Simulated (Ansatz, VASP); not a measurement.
**Al5P2: VASP beside Ansatz**

INCAR

```
PREC = Accurate
ENCUT = 600
EDIFF = 1E-7
ISMEAR = 0
SIGMA = 0.2
LREAL = F
LASPH = T
NELM = 100
ALGO = Normal
ISIF = 3
LWAVE = F
LCHARG = F
GGA = PE
IBRION = 2
NSW = 36
EDIFFG = -0.08
```

The input KPOINTS:

```
regular mesh
0
Gamma
  5 5 2
```

The input POSCAR:

```
Al5P2
1.0
    3.7500000000      0.0000000000      0.0000000000
   -1.8750000000      3.2475952600      0.0000000000
    0.0000000000      0.0000000000     10.2000000000
Al P
5 2
Direct
    0.0000000000      0.0000000000      0.8750000000
    0.3333333300      0.6666666700      0.6800000000
    0.0000000000      0.0000000000      0.1250000000
    0.6666666700      0.3333333300      0.3200000000
    0.0000000000      0.0000000000      0.5000000000
    0.6666666700      0.3333333300      0.8050000000
    0.3333333300      0.6666666700      0.1950000000
```

Input for Ansatz:

```yaml
crystal:
  lattice:
    - [3.75, 0.0, 0.0]
    - [-1.875, 3.24759526, 0.0]
    - [0.0, 0.0, 10.2]
  atoms:
    - { symbol: Al, position: [0.0, 0.0, 0.875] }
    - { symbol: Al, position: [0.33333333, 0.66666667, 0.68] }
    - { symbol: Al, position: [0.0, 0.0, 0.125] }
    - { symbol: Al, position: [0.66666667, 0.33333333, 0.32] }
    - { symbol: Al, position: [0.0, 0.0, 0.5] }
    - { symbol: P, position: [0.66666667, 0.33333333, 0.805] }
    - { symbol: P, position: [0.33333333, 0.66666667, 0.195] }
basis:
  ecutwfc: 420
kpoints:
  mp_grid: { grid: [5, 5, 2] }
hamiltonian:
  xc: pbe
scf:
  occupations: { method: gaussian, width: 0.2 }
  lower_state_search: "off"
output:
  forces: true
  stress: true
  eigenvalues: true
relax:
  adjacent_minimum: "off"
  f_tol: 0.08
  max_steps: 16
  cell: { stress_tol: 0.8 }
```

Alike in both runs: task relaxation of cell and atoms; functional PBE; k mesh 5 × 5 × 2; occupations gaussian, width 0.2 eV; no spin polarisation.

|  | VASP | Ansatz |
| --- | --- | --- |
| version | VASP 6.6.1 | Ansatz 0.2.0 |
| potentials or method | VASP PAW PBE potentials, release 64 (Al, P), cutoff 600 eV | scalar-relativistic, plane waves, PAW |
| valence electrons in the cell | 25 | 25 |

VASP gave:

* gap on the k mesh at the Fermi level, each at its own relaxed structure (eV): none
* relaxed volume (Å³/atom): 19.27
* relaxed cell length with the largest relative difference (Å): 3.605

Problem. Which values does Ansatz return?

Solution. gap on the k mesh at the Fermi level, each at its own relaxed structure (eV): none; relaxed volume (Å³/atom): 19.31; relaxed cell length with the largest relative difference (Å): 3.612.

A gap of «none» marks a metal or a gap that the smearing closes.

The k mesh is coarse, so the values compare programs but aren't converged.
